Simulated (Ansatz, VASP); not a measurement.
## One calculation of ZnS, two programs

```
CELL_PARAMETERS angstrom
3.84410 0.00000 0.00000
-1.92205 3.32909 0.00000
0.00000 0.00000 6.30225
ATOMIC_POSITIONS crystal
Zn 0.66667 0.33333 0.50303
Zn 0.33333 0.66667 0.00303
S 0.66667 0.33333 0.87728
S 0.33333 0.66667 0.37728
```

Alike in both runs: functional PBE; k mesh 6 × 6 × 4; occupations gaussian, width 0.1 eV; no spin polarisation.

Ansatz relaxed the structure, and its values are those at the end. VASP's run is a single point on that final structure, the one shown.

```csv
,VASP,Ansatz
version,VASP 6.6.1,Ansatz 0.2.0
potentials or method,"VASP PAW PBE potentials, release 64 (Zn, S), cutoff 520 eV","scalar-relativistic, plane waves, PAW"
valence electrons in the cell,36,36
```

|  | VASP | Ansatz | Ansatz less VASP |
| --- | --- | --- | --- |
| gap on the k mesh at the Fermi level (eV) | 2.09 | 2.08 | -0.004 |
| least direct gap on the mesh (eV) | 2.09 | 2.08 | -0.004 |
| pressure (GPa) | 0.2 | 0.1 | -0.14 |
| rms of the force components (eV/Å) | 0.005 | 0.005 | +0.0001 |
